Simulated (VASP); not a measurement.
# SnPt (P6_3/mmc) in VASP: relaxation of cell and atoms with LDA

Aim: the relaxation of cell and atoms of SnPt with LDA.

Program: VASP 6.6.1. These are calculated values, not measurements. Logs are shortened: lines on timing, memory, paths and dates and some standing lists are left out, and cuts for length are marked.

**1. The cell of the first run**

It takes space group P6_3/mmc (No. 194, hexagonal). Conventional cell: a = 4.185 Å, b = 4.185 Å, c = 5.510 Å, α = 90.00°, β = 90.00°, γ = 120.00°. Sn (site symmetry -6m2) has 6 Pt at 2.78 Å and 6 Sn at 3.66 Å within 3.7 Å. Pt (site symmetry -3m) has 2 Pt at 2.76 Å and 6 Sn at 2.78 Å within 3.6 Å.

**2. Relaxation of cell and atoms, LDA**

INCAR reads:

```
PREC     = Accurate       # precision mode
ENCUT    = 600            # plane-wave cutoff, eV
EDIFF    = 1E-6           # SCF threshold, eV
ISMEAR   = 0              # smearing method
SIGMA    = 0.1            # smearing width, eV
LREAL    = False          # projectors in reciprocal space
LASPH    = True           # aspherical terms in the spheres
NELM     = 100            # most SCF steps
ALGO     = Normal         # electronic algorithm
ISIF     = 3              # what is computed and relaxed
LWAVE    = False          # write WAVECAR
LCHARG   = False          # write CHGCAR
GGA      = CA             # functional
IBRION   = 2              # ionic algorithm
NSW      = 70             # ionic steps
EDIFFG   = -0.005         # ionic threshold
```

KPOINTS reads:

```
regular mesh
0
Gamma
  12 12 8
```

POSCAR reads:

```
SnPt
1.0
    4.1848680144      0.0000000000      0.0000000000
   -2.0924340072      3.6242020120      0.0000000000
    0.0000000000      0.0000000000      5.5101336230
Sn Pt
2 2
Direct
    0.3333333333      0.6666666667      0.2500000000
    0.6666666667      0.3333333333      0.7500000000
    0.0000000000      0.0000000000      0.0000000000
    0.0000000000      0.0000000000      0.5000000000
```

Potentials or basis: VASP PAW LDA potentials, release 64 (Sn_d, Pt).

The run is started by

```sh
> cat potpaw_LDA.64/Sn_d/POTCAR potpaw_LDA.64/Pt/POTCAR > POTCAR
> mpirun -np 1 vasp_std > vasp.out
```

OUTCAR:

```text
PREC = Accurate
   ENCUT = 600
   EDIFF = 1E-6
   ISMEAR = 0
   LREAL = False
   LASPH = True
   NELM = 100
   ISIF = 3
   GGA = CA
   IBRION = 2
   NSW = 70
   EDIFFG = -0.005

 ion  position               nearest neighbor table
   1  0.333  0.667  0.250-   3 2.78   4 2.78   3 2.78   4 2.78   3 2.78   4 2.78   2 3.66   2 3.66
                             2 3.66   2 3.66   2 3.66   2 3.66
   2  0.667  0.333  0.750-   3 2.78   4 2.78   3 2.78   4 2.78   3 2.78   4 2.78   1 3.66   1 3.66
                             1 3.66   1 3.66   1 3.66   1 3.66
   3  0.000  0.000  0.000-   4 2.76   4 2.76   1 2.78   2 2.78   2 2.78   1 2.78   2 2.78   1 2.78

   4  0.000  0.000  0.500-   3 2.76   3 2.76   1 2.78   2 2.78   2 2.78   1 2.78   2 2.78   1 2.78

  LATTYP: Found a hexagonal cell.
 ALAT       =     4.1848680144
 C/A-ratio  =     1.3166803837

  Lattice vectors:

 A1 = (   4.1848680144,   0.0000000000,   0.0000000000)
 A2 = (  -2.0924340072,   3.6242020120,   0.0000000000)
 A3 = (   0.0000000000,   0.0000000000,   5.5101336230)

Analysis of symmetry for initial positions (statically):
=====================================================================
 Subroutine PRICEL returns:
 Original cell was already a primitive cell.

 Routine SETGRP: Setting up the symmetry group for a
 hexagonal supercell.

 Subroutine GETGRP returns: Found 24 space group operations
 (whereof 12 operations were pure point group operations)
 out of a pool of 24 trial point group operations.

The static configuration has the point symmetry D_3d.
 The point group associated with its full space group is D_6h.

Analysis of symmetry for dynamics (positions and initial velocities):
=====================================================================
 Subroutine PRICEL returns:
 Original cell was already a primitive cell.

 Routine SETGRP: Setting up the symmetry group for a
 hexagonal supercell.

 Subroutine GETGRP returns: Found 24 space group operations
 (whereof 12 operations were pure point group operations)
 out of a pool of 24 trial point group operations.

The dynamic configuration has the point symmetry D_3d.
 The point group associated with its full space group is D_6h.

 Subroutine INISYM returns: Found 24 space group operations
 (whereof 12 operations are pure point group operations),
 and found     1 'primitive' translations

----------------------------------------------------------------------------------------

                                     Primitive cell

  volume of cell :      83.5711

  direct lattice vectors                    reciprocal lattice vectors
     4.184868014  0.000000000  0.000000000     0.238956162  0.137961405  0.000000000
    -2.092434007  3.624202012  0.000000000     0.000000000  0.275922809  0.000000000
     0.000000000  0.000000000  5.510133623     0.000000000  0.000000000  0.181483802

  length of vectors
     4.184868014  4.184868014  5.510133623     0.275922809  0.275922809  0.181483802

  position of ions in fractional coordinates (direct lattice)
     0.333333333  0.666666667  0.250000000
     0.666666667  0.333333333  0.750000000
     0.000000000  0.000000000  0.000000000
     0.000000000  0.000000000  0.500000000

  ion indices of the primitive-cell ions
   primitive index   ion index
                 1           1
                 2           2
                 3           3
                 4           4

----------------------------------------------------------------------------------------

 KPOINTS: regular mesh

Automatic generation of k-mesh.
 Grid dimensions read from file:
 generate k-points for:   12   12    8

 Generating k-lattice:

  Cartesian coordinates                     Fractional coordinates (reciprocal lattice)
     0.019913014  0.011496784  0.000000000     0.083333333  0.000000000  0.000000000
     0.000000000  0.022993567  0.000000000     0.000000000  0.083333333  0.000000000
     0.000000000  0.000000000  0.022685475     0.000000000  0.000000000  0.125000000

  Length of vectors
     0.022993567  0.022993567  0.022685475

  Shift w.r.t. Gamma in fractional coordinates (k-lattice)
     0.000000000  0.000000000  0.000000000

 Subroutine IBZKPT returns following result:
 ===========================================

 Found     95 irreducible k-points:

 Following reciprocal coordinates:
            Coordinates               Weight
  0.000000  0.000000  0.000000      1.000000
  0.083333  0.000000  0.000000      6.000000
  0.166667 -0.000000  0.000000      6.000000
  0.250000  0.000000  0.000000      6.000000
  0.333333  0.000000  0.000000      6.000000
  0.416667  0.000000  0.000000      6.000000
[... 16 lines left out ...]
  0.250000  0.000000  0.125000     12.000000
  0.333333  0.000000  0.125000     12.000000
 [... further k-points ...]
   k-points           NKPTS =     95   k-points in BZ     NKDIM =     95   number of bands    NBANDS=     28
   number of dos      NEDOS =    301   number of ions     NIONS =      4
   total plane-waves  NPLWV =  62208
   dimension x,y,z NGX =    36 NGY =   36 NGZ =   48
   dimension x,y,z NGXF=    72 NGYF=   72 NGZF=   96
   ions per type =               2   2
   NGX,Y,Z   is equivalent  to a cutoff of  14.30, 14.30, 14.48 a.u.
   NGXF,Y,Z  is equivalent  to a cutoff of  28.60, 28.60, 28.96 a.u.
 SYSTEM =  unknown system
   PREC   = accura    normal or accurate (medium, high low for compatibility)
   ISTART =      0    job   : 0-new  1-cont  2-samecut
   ICHARG =      2    charge: 1-file 2-atom 10-const
   ISPIN  =      1    spin polarized calculation?
   LNONCOLLINEAR =      F non collinear calculations
   LSORBIT =      F    spin-orbit coupling
   LASPH  =      T    aspherical Exc in radial PAW
   ENCUT  =  600.0 eV  44.10 Ry    6.64 a.u.   8.36  8.36 11.01*2*pi/ulx,y,z
   NELM   =    100;   NELMIN=  2; NELMDL= -5     # of ELM steps
   EDIFF  = 0.1E-05   stopping-criterion for ELM
   LREAL  =      F    real-space projection
   EDIFFG = -.5E-02   stopping-criterion for IOM
   NSW    =     70    number of steps for IOM
   IBRION =      2    ionic relax: 0-MD 1-quasi-New 2-CG
   NFREE  =      1    steps in history (QN), initial steepest desc. (CG)
   ISIF   =      3    stress and relaxation
   ISYM   =      2    0-nonsym 1-usesym 2-fastsym
   POTIM  = 0.5000    time-step for ionic-motion
   TEBEG  =    0.0;   TEEND  =   0.0 temperature during run
   PSTRESS=    0.0 pullay stress
   NELECT =      48.0000    total number of electrons
   NUPDOWN=      -1.0000    fix difference up-down
   EMIN   =  10.00;   EMAX   =-10.00  energy-range for DOS
   EFERMI =   0.00;   METHOD = LEGACY
   ISMEAR =     0;   SIGMA  =   0.10  broadening in eV -4-tet -1-fermi 0-gaus
   EFERMI_NEDOS =   21; number of points for ismear=-14 and -15
   IALGO  =     38    algorithm
   IMIX   =      4    mixing-type and parameters
     AMIX     =   0.40;   BMIX     =  1.00
     AMIX_MAG =   1.60;   BMIX_MAG =  1.00
  volume/ion in A,a.u.               =      20.89       140.99
  Fermi-wavevector in a.u.,A,eV,Ry     =   1.360828  2.571591 25.195977  1.851852
  Thomas-Fermi vector in A             =   2.487456
   LORBIT       =      0    0 simple, 1 ext, 2 COOP (PROOUT), +10 PAW based schemes
   GGA     = CA    functional components
   LHFCALC =     F    Hartree Fock is set to
   AEXX    =    0.0000 exact exchange contribution
   IVDW    =     0    specifies the selected vdW correction
   LEPSILON=     F    determine dielectric tensor
   LRPA    =     F    only Hartree local field effects (RPA)
 conjugate gradient relaxation of ions
 non-spin polarized calculation
 Gauss-broadening in eV      SIGMA  =   0.10
  energy-cutoff  :      600.00
  volume of cell :       83.57
 maximum number of plane-waves:      2878
 NGX is ok and might be reduce to    36
   NGX = 17   NGY = 17   NGZ = 23

--------------------------------------- Ionic step        1  -------------------------------------------

 number of electron      47.9999991 magnetization

 Free energy of the ion-electron system (eV)
  ---------------------------------------------------
  ext. energy  EPLUGINS =         0.00000000
  ---------------------------------------------------
  free energy    TOTEN  =       -26.24393875 eV

  energy without entropy =      -26.23587208  energy(sigma->0) =      -26.23990541

------------------------ aborting loop because EDIFF is reached ----------------------------------------

  FORCE on cell =-STRESS in cart. coord.  units (eV):
  Direction    XX          YY          ZZ          XY          YZ          ZX
  --------------------------------------------------------------------------------------
  -------------------------------------------------------------------------------------
  Total       -4.0760287     -4.0760287     -4.6177625      0.0000000      0.0000000      0.0000000
  in kB      -78.1432600    -78.1432600    -88.5290657      0.0000000      0.0000000      0.0000000
  external PRESSURE =     -81.6051953 kB  Pullay stress =       0.0000000 kB
[... 23 lines left out ...]
  energy  without entropy=      -26.2358720779  energy(sigma->0) =      -26.23990541

--------------------------------------- Ionic step        2  -------------------------------------------

 number of electron      48.0000002 magnetization

 E-fermi :  11.5113     XC(G=0): -12.5447

 val. band max:       11.5025317438   @ k =   0.1667   0.1667   0.2500
 cond. band min:      11.5158503199   @ k =   0.1667   0.1667   0.5000
 fundamental gap:      0.0133185762
 Fermi energy:        11.5112769276

 k-point     1 :       0.0000    0.0000    0.0000
  band No.  band energies     occupation
      1     -10.1732      2.00000
      2     -10.1732      2.00000
      3     -10.1027      2.00000
      4     -10.1027      2.00000
      5     -10.0796      2.00000
      6     -10.0678      2.00000
[... 998 lines left out ...]
  energy  without entropy=      -26.3695769590  energy(sigma->0) =      -26.37314287

--------------------------------------- Ionic step        9  -------------------------------------------

 number of electron      48.0000013 magnetization

 Free energy of the ion-electron system (eV)
  ---------------------------------------------------
  ext. energy  EPLUGINS =         0.00000000
  ---------------------------------------------------
  free energy    TOTEN  =       -26.37684090 eV

  energy without entropy =      -26.36972803  energy(sigma->0) =      -26.37328446

 E-fermi :   9.8901     XC(G=0): -12.0201

 val. band max:        9.8851425167   @ k =   0.2500   0.1667   0.2500
 cond. band min:       9.8966153010   @ k =   0.4167   0.0000   0.2500
 fundamental gap:      0.0114727843
 Fermi energy:         9.8901309884

 k-point     1 :       0.0000    0.0000    0.0000
  band No.  band energies     occupation
      1     -11.6062      2.00000
      2     -11.6062      2.00000
      3     -11.5478      2.00000
      4     -11.5478      2.00000
      5     -11.5431      2.00000
      6     -11.5285      2.00000
[... 766 lines left out ...]
  FREE ENERGIE OF THE ION-ELECTRON SYSTEM (eV)
  ---------------------------------------------------
  free  energy   TOTEN  =       -26.3768408968 eV

  energy  without entropy=      -26.3697280288  energy(sigma->0) =      -26.37328446

 reached required accuracy - stopping structural energy minimisation
```

It took 8.7 min on 1 thread of Intel Xeon 6975P-C (Granite Rapids), shared host; peak memory 0.37 GiB.

Results:

```
Free energy                            : -26.3768 eV
Relaxed volume                         : 19.66 Å³/atom
Relaxed cell                           : a = 4.096 Å, b = 4.096 Å, c = 5.413 Å, α = 90.00°, β = 90.00°, γ = 120.00°
Space group after relaxing (to 0.05 Å) : P6_3/mmc (No. 194)
Energy gained by relaxing              : 33.2 meV/atom
Ionic steps                            : 9
Pressure after relaxing                : 0.0 GPa
Band gap on the k mesh                 : zero (band 24 reaches 12.51 eV, above the bottom of band 25 at 8.36 eV)
```

The path:
| step | energy change (eV) | largest force (eV/Å) | pressure (GPa) | volume (Å³) |
| --- | --- | --- | --- | --- |
| 1 | 0.0000 | 0.0000 | -8.16 | 83.57 |
| 2 | 0.2954 | 0.0000 | 20.36 | 71.35 |
| 3 | -0.1316 | 0.0000 | -0.33 | 78.86 |
| 4 | -0.1317 | 0.0000 | -0.07 | 78.74 |
| 5 | -0.1317 | 0.0000 | 0.13 | 78.65 |
| 6 | -0.1328 | 0.0000 | 0.16 | 78.55 |
| 7 | -0.1328 | 0.0000 | 0.19 | 78.56 |
| 8 | -0.1328 | 0.0000 | -0.30 | 78.79 |
| 9 | -0.1329 | 0.0000 | -0.01 | 78.65 |

Final structure:
```yaml
crystal:
  lattice:
    - [4.09618, 0.00000, 0.00000]
    - [-2.04809, 3.54740, 0.00000]
    - [0.00000, 0.00000, 5.41252]
  atoms:
    - { symbol: Sn, position: [0.33333, 0.66667, 0.25000] }
    - { symbol: Sn, position: [0.66667, 0.33333, 0.75000] }
    - { symbol: Pt, position: [0.00000, 0.00000, 0.00000] }
    - { symbol: Pt, position: [0.00000, 0.00000, 0.50000] }
```

Caveat: spin-orbit coupling is left out, which moves the levels of the heavy elements. Zero-point motion and thermal expansion aren't in these numbers.
